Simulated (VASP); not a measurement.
# Fe2Cl (P4_2/nmc) in VASP: further runs

Fe2Cl is run at these levels: PBE; tasks: single point.

Everything below comes from runs of VASP 6.6.1. Logs are shortened: lines on timing, memory, paths and dates and some standing lists are left out, and cuts for length are marked.

## 1. The cell of the first run

Symmetry: P4_2/nmc, No. 137, tetragonal system. Conventional cell: a = 4.103 Å, b = 4.103 Å, c = 5.243 Å, α = 90.00°, β = 90.00°, γ = 90.00°. Within 2.9 Å of Fe (site symmetry 2mm) lie 4 Cl at 2.22 to 2.70 Å and 2 Fe at 2.62 Å. Within 2.9 Å of Cl (site symmetry -4m2) lie 8 Fe at 2.22 to 2.70 Å.

## 2. Single point, PBE, collinear spin, ferromagnetic start

INCAR

```
SYSTEM = Fe2Cl
PREC = Accurate
ENCUT = 520
EDIFF = 1E-6
ISMEAR = 0
SIGMA = 0.1
LREAL = .False.
LASPH = .True.
NELM = 150
ALGO = Normal
ISIF = 2
LWAVE = .False.
LCHARG = .True.
ISPIN = 2
MAGMOM = 3.09 3.09 3.09 3.09 0 0
LORBIT = 11
LMAXMIX = 4
GGA = PE
LELF = .True.
LVHAR = .True.
NBANDS = 36
```

KPOINTS

```
Automatic mesh
0
Gamma
  4 4 4
  0 0 0
```

POSCAR

```
Fe2Cl
1.0
    4.1031445397      0.0000000000      0.0000000000
    0.0000000000      4.1031445397      0.0000000000
    0.0000000000      0.0000000000      5.2434447106
Fe Cl
4 2
Direct
    0.0000000000      0.5000000000      0.1639155135
    0.0000000000      0.5000000000      0.6639155135
    0.5000000000      0.0000000000      0.3360844865
    0.5000000000      0.0000000000      0.8360844865
    0.0000000000      0.0000000000      0.0000000000
    0.5000000000      0.5000000000      0.5000000000
```

Potentials or basis: VASP PAW PBE potentials, release 64 (Fe, Cl).

Launch:

```bash
$ cat potpaw_PBE.64/Fe/POTCAR potpaw_PBE.64/Cl/POTCAR > POTCAR
$ mpirun -np 1 vasp_std > vasp.out
```

OUTCAR:

```text
SYSTEM = Fe2Cl
   PREC = Accurate
   ENCUT = 520
   EDIFF = 1E-6
   ISMEAR = 0
   LREAL = .False.
   LASPH = .True.
   NELM = 150
   ISIF = 2
   ISPIN = 2
   LORBIT = 11
   GGA = PE

 ion  position               nearest neighbor table
   1  0.000  0.500  0.164-   5 2.22   5 2.22   2 2.62   2 2.62   6 2.70   6 2.70   3 3.04   3 3.04
                             3 3.04   3 3.04
   2  0.000  0.500  0.664-   6 2.22   6 2.22   1 2.62   1 2.62   5 2.70   5 2.70   4 3.04   4 3.04
                             4 3.04   4 3.04
   3  0.500  0.000  0.336-   6 2.22   6 2.22   4 2.62   4 2.62   5 2.70   5 2.70   1 3.04   1 3.04
                             1 3.04   1 3.04
   4  0.500  0.000  0.836-   5 2.22   5 2.22   3 2.62   3 2.62   6 2.70   6 2.70   2 3.04   2 3.04
                             2 3.04   2 3.04
   5  0.000  0.000  0.000-   1 2.22   4 2.22   1 2.22   4 2.22   3 2.70   2 2.70   3 2.70   2 2.70

   6  0.500  0.500  0.500-   2 2.22   3 2.22   3 2.22   2 2.22   1 2.70   4 2.70   1 2.70   4 2.70

  LATTYP: Found a simple tetragonal cell.
 ALAT       =     4.1031445397
 C/A-ratio  =     1.2779088477

  Lattice vectors:

 A1 = (   4.1031445397,   0.0000000000,   0.0000000000)
 A2 = (   0.0000000000,   4.1031445397,   0.0000000000)
 A3 = (   0.0000000000,   0.0000000000,   5.2434447106)

Analysis of symmetry for initial positions (statically):
=====================================================================
 Subroutine PRICEL returns:
 Original cell was already a primitive cell.

 Routine SETGRP: Setting up the symmetry group for a
 simple tetragonal supercell.

 Subroutine GETGRP returns: Found 16 space group operations
 (whereof  8 operations were pure point group operations)
 out of a pool of 16 trial point group operations.

The static configuration has the point symmetry D_2d.
 The point group associated with its full space group is D_4h.

Analysis of symmetry for dynamics (positions and initial velocities):
=====================================================================
 Subroutine PRICEL returns:
 Original cell was already a primitive cell.

 Routine SETGRP: Setting up the symmetry group for a
 simple tetragonal supercell.

 Subroutine GETGRP returns: Found 16 space group operations
 (whereof  8 operations were pure point group operations)
 out of a pool of 16 trial point group operations.

The dynamic configuration has the point symmetry D_2d.
 The point group associated with its full space group is D_4h.

Analysis of structural, dynamic, and magnetic symmetry:
=====================================================================
 Subroutine PRICEL returns:
 Original cell was already a primitive cell.

 Routine SETGRP: Setting up the symmetry group for a
 simple tetragonal supercell.

 Subroutine GETGRP returns: Found 16 space group operations
 (whereof  8 operations were pure point group operations)
 out of a pool of 16 trial point group operations.

The overall configuration has the point symmetry D_2d.
 The point group associated with its full space group is D_4h.

 Subroutine INISYM returns: Found 16 space group operations
 (whereof  8 operations are pure point group operations),
 and found     1 'primitive' translations

----------------------------------------------------------------------------------------

                                     Primitive cell

  volume of cell :      88.2776

  direct lattice vectors                    reciprocal lattice vectors
     4.103144540  0.000000000  0.000000000     0.243715519  0.000000000  0.000000000
     0.000000000  4.103144540  0.000000000     0.000000000  0.243715519  0.000000000
     0.000000000  0.000000000  5.243444711     0.000000000  0.000000000  0.190714321

  length of vectors
     4.103144540  4.103144540  5.243444711     0.243715519  0.243715519  0.190714321

  position of ions in fractional coordinates (direct lattice)
     0.000000000  0.500000000  0.163915514
     0.000000000  0.500000000  0.663915514
     0.500000000  0.000000000  0.336084486
     0.500000000  0.000000000  0.836084486
     0.000000000  0.000000000  0.000000000
     0.500000000  0.500000000  0.500000000

  ion indices of the primitive-cell ions
   primitive index   ion index
                 1           1
                 2           2
                 3           3
                 4           4
                 5           5
                 6           6

----------------------------------------------------------------------------------------

 KPOINTS: Automatic mesh

Automatic generation of k-mesh.
 Grid dimensions read from file:
 generate k-points for:    4    4    4

 Generating k-lattice:

  Cartesian coordinates                     Fractional coordinates (reciprocal lattice)
     0.060928880  0.000000000  0.000000000     0.250000000  0.000000000  0.000000000
     0.000000000  0.060928880  0.000000000     0.000000000  0.250000000  0.000000000
     0.000000000  0.000000000  0.047678580     0.000000000  0.000000000  0.250000000

  Length of vectors
     0.060928880  0.060928880  0.047678580

  Shift w.r.t. Gamma in fractional coordinates (k-lattice)
     0.000000000  0.000000000  0.000000000

 Subroutine IBZKPT returns following result:
 ===========================================

 Found     18 irreducible k-points:

 Following reciprocal coordinates:
            Coordinates               Weight
  0.000000  0.000000  0.000000      1.000000
  0.250000  0.000000  0.000000      4.000000
  0.500000  0.000000  0.000000      2.000000
  0.250000  0.250000  0.000000      4.000000
  0.500000  0.250000  0.000000      4.000000
  0.500000  0.500000  0.000000      1.000000
[... 10 lines left out ...]
  0.500000  0.250000  0.500000      4.000000
  0.500000  0.500000  0.500000      1.000000
   k-points           NKPTS =     18   k-points in BZ     NKDIM =     18   number of bands    NBANDS=     36
   number of dos      NEDOS =    301   number of ions     NIONS =      6
   total plane-waves  NPLWV =  40960
   dimension x,y,z NGX =    32 NGY =   32 NGZ =   40
   dimension x,y,z NGXF=    64 NGYF=   64 NGZF=   80
   ions per type =               4   2
   NGX,Y,Z   is equivalent  to a cutoff of  12.97, 12.97, 12.68 a.u.
   NGXF,Y,Z  is equivalent  to a cutoff of  25.93, 25.93, 25.36 a.u.
 SYSTEM =  Fe2Cl
   PREC   = accura    normal or accurate (medium, high low for compatibility)
   ISTART =      0    job   : 0-new  1-cont  2-samecut
   ICHARG =      2    charge: 1-file 2-atom 10-const
   ISPIN  =      2    spin polarized calculation?
   LNONCOLLINEAR =      F non collinear calculations
   LSORBIT =      F    spin-orbit coupling
   LASPH  =      T    aspherical Exc in radial PAW
   ENCUT  =  520.0 eV  38.22 Ry    6.18 a.u.   7.63  7.63  9.75*2*pi/ulx,y,z
   NELM   =    150;   NELMIN=  2; NELMDL= -5     # of ELM steps
   EDIFF  = 0.1E-05   stopping-criterion for ELM
   LREAL  =      F    real-space projection
   EDIFFG = 0.1E-04   stopping-criterion for IOM
   NSW    =      0    number of steps for IOM
   IBRION =     -1    ionic relax: 0-MD 1-quasi-New 2-CG
   NFREE  =      0    steps in history (QN), initial steepest desc. (CG)
   ISIF   =      2    stress and relaxation
   ISYM   =      2    0-nonsym 1-usesym 2-fastsym
   POTIM  = 0.5000    time-step for ionic-motion
   TEBEG  =    0.0;   TEEND  =   0.0 temperature during run
   PSTRESS=    0.0 pullay stress
   NELECT =      46.0000    total number of electrons
   NUPDOWN=      -1.0000    fix difference up-down
   EMIN   =  10.00;   EMAX   =-10.00  energy-range for DOS
   EFERMI =   0.00;   METHOD = LEGACY
   ISMEAR =     0;   SIGMA  =   0.10  broadening in eV -4-tet -1-fermi 0-gaus
   EFERMI_NEDOS =   21; number of points for ismear=-14 and -15
   IALGO  =     38    algorithm
   IMIX   =      4    mixing-type and parameters
     AMIX     =   0.40;   BMIX     =  1.00
     AMIX_MAG =   1.60;   BMIX_MAG =  1.00
  volume/ion in A,a.u.               =      14.71        99.29
  Fermi-wavevector in a.u.,A,eV,Ry     =   1.317379  2.489485 23.612732  1.735487
  Thomas-Fermi vector in A             =   2.447424
   LORBIT       =     11    0 simple, 1 ext, 2 COOP (PROOUT), +10 PAW based schemes
   GGA     = PE    functional components
   LHFCALC =     F    Hartree Fock is set to
   AEXX    =    0.0000 exact exchange contribution
   IVDW    =     0    specifies the selected vdW correction
   LEPSILON=     F    determine dielectric tensor
   LRPA    =     F    only Hartree local field effects (RPA)
 spin polarized calculation
 Gauss-broadening in eV      SIGMA  =   0.10
  energy-cutoff  :      520.00
  volume of cell :       88.28
 maximum number of plane-waves:      2391
 NGX is ok and might be reduce to    32
   NGX = 15   NGY = 15   NGZ = 19

 number of electron      45.9999991 magnetization      10.2410490

 Free energy of the ion-electron system (eV)
  ---------------------------------------------------
  ext. energy  EPLUGINS =         0.00000000
  ---------------------------------------------------
  free energy    TOTEN  =       -31.88153008 eV

  energy without entropy =      -31.85548259  energy(sigma->0) =      -31.86850634

 E-fermi :   6.4682     XC(G=0): -11.3914

 val. band max:        6.4680214054   @ k =   0.5000   0.2500   0.5000
 cond. band min:       6.4731294087   @ k =   0.5000   0.0000   0.0000
 fundamental gap:      0.0051080033
 Fermi energy:         6.4682235382

 spin component 1

 k-point     1 :       0.0000    0.0000    0.0000
  band No.  band energies     occupation
      1     -12.9524      1.00000
      2     -12.4707      1.00000
      3      -2.2828      1.00000
      4      -1.5319      1.00000
      5      -1.5319      1.00000
      6      -1.3820      1.00000
[... 27 lines left out ...]
     34      10.9556      0.00000
     35      12.8961      0.00000

 k-point     2 :       0.2500    0.0000    0.0000
  band No.  band energies     occupation
      1     -12.8138      1.00000
      2     -12.4666      1.00000
      3      -2.1582      1.00000
      4      -1.9819      1.00000
      5      -1.6791      1.00000
      6      -1.5341      1.00000
[... 600 lines left out ...]
 k-point    18 :       0.5000    0.5000    0.5000
  band No.  band energies     occupation
      1     -12.4103      1.00000
      2     -12.4103      1.00000
      3      -2.2870      1.00000
      4      -2.2870      1.00000
      5      -2.2870      1.00000
      6      -2.2870      1.00000
[... 27 lines left out ...]
     34      10.4944      0.00000
     35      12.1799      0.00000
 Fermi energy:         6.4682235382

 spin component 2

 k-point     1 :       0.0000    0.0000    0.0000
  band No.  band energies     occupation
      1     -12.8754      1.00000
      2     -12.3817      1.00000
      3      -2.0796      1.00000
      4      -1.3949      1.00000
      5      -1.3949      1.00000
      6      -1.0559      1.00000
[... 27 lines left out ...]
     34      11.4551      0.00000
     35      13.5395      0.00000

 k-point     2 :       0.2500    0.0000    0.0000
  band No.  band energies     occupation
      1     -12.7362      1.00000
      2     -12.3803      1.00000
      3      -1.8917      1.00000
      4      -1.8527      1.00000
      5      -1.5213      1.00000
      6      -1.3544      1.00000
[... 600 lines left out ...]
 k-point    18 :       0.5000    0.5000    0.5000
  band No.  band energies     occupation
      1     -12.3312      1.00000
      2     -12.3312      1.00000
      3      -2.1005      1.00000
      4      -2.1005      1.00000
      5      -2.1005      1.00000
      6      -2.1005      1.00000
[... 27 lines left out ...]
     34      11.3523      0.00000
     35      12.6362      0.00000
 [bands above 35 left out]

------------------------ aborting loop because EDIFF is reached ----------------------------------------

  FORCE on cell =-STRESS in cart. coord.  units (eV):
  Direction    XX          YY          ZZ          XY          YZ          ZX
  --------------------------------------------------------------------------------------
  -------------------------------------------------------------------------------------
  Total        0.5390130      0.5390130      0.2218920      0.0000000     -0.0000000      0.0000000
  in kB        9.7827180      9.7827180      4.0271881      0.0000000     -0.0000000      0.0000000
  external PRESSURE =       7.8642080 kB  Pullay stress =       0.0000000 kB

 VOLUME and BASIS-vectors are now :
 -----------------------------------------------------------------------------
  energy-cutoff  :      520.00
  volume of cell :       88.28
      direct lattice vectors                 reciprocal lattice vectors
     4.103144540  0.000000000  0.000000000     0.243715519  0.000000000  0.000000000
     0.000000000  4.103144540  0.000000000     0.000000000  0.243715519  0.000000000
     0.000000000  0.000000000  5.243444711     0.000000000  0.000000000  0.190714321

 POSITION                                       TOTAL-FORCE (eV/Angst)
 -----------------------------------------------------------------------------------
      0.00000      2.05157      0.85948        -0.000000      0.000000     -0.007447
      0.00000      2.05157      3.48120        -0.000000     -0.000000     -0.007447
      2.05157      0.00000      1.76224         0.000000     -0.000000      0.007447
      2.05157      0.00000      4.38396        -0.000000     -0.000000      0.007447
      0.00000      0.00000      0.00000        -0.000000      0.000000      0.000000
      2.05157      2.05157      2.62172         0.000000     -0.000000      0.000000
 -----------------------------------------------------------------------------------
    total drift:                                0.000000      0.000000      0.000000

  FREE ENERGIE OF THE ION-ELECTRON SYSTEM (eV)
  ---------------------------------------------------
  free  energy   TOTEN  =       -31.8815300829 eV

  energy  without entropy=      -31.8554825948  energy(sigma->0) =      -31.86850634

 total charge

# of ion       s       p       d       tot
------------------------------------------
    1        0.327   0.335   6.393   7.055
    2        0.327   0.335   6.393   7.055
    3        0.327   0.335   6.393   7.055
    4        0.327   0.335   6.393   7.055
    5        1.595   3.450   0.000   5.045
    6        1.595   3.450   0.000   5.045
--------------------------------------------------
tot          4.497   8.241  25.572  38.310

 magnetization (x)

# of ion       s       p       d       tot
------------------------------------------
    1       -0.001  -0.013   2.603   2.588
    2       -0.001  -0.013   2.603   2.588
    3       -0.001  -0.013   2.603   2.588
    4       -0.001  -0.013   2.603   2.588
    5        0.009   0.069   0.000   0.078
    6        0.009   0.069   0.000   0.078
--------------------------------------------------
tot          0.013   0.084  10.413  10.509
```

Wall time 82 s (1 thread of Intel Xeon Platinum 8559C (Emerald Rapids), shared host); peak memory 0.26 GiB.

Results:

```yaml
Free_energy: -31.8815 eV
Pressure: 0.8 GPa
Largest_force: 0.007 eV/Å
Net_moment: 10.24 μB per cell
Site_moments: Fe +2.59; Cl +0.08 μB
Valence_electrons_inside_the_program's_atomic_spheres: Fe 7.05; Cl 5.04
```

Forces in eV/Å, atoms in the order of the input:
```
Fe   0.000  0.000 -0.007
Fe   0.000  0.000 -0.007
Fe   0.000  0.000  0.007
Fe   0.000  0.000  0.007
Cl   0.000  0.000  0.000
Cl   0.000  0.000  0.000
```

Caveat: the k points lie up to 0.38 Å⁻¹ apart; only a ferromagnetic start was run, and an antiferromagnetic order may lie lower in energy. With open d or f shells a metallic result of PBE can be an artefact of self-interaction; +U or a hybrid may open a gap.

[end of part 1 of 2]
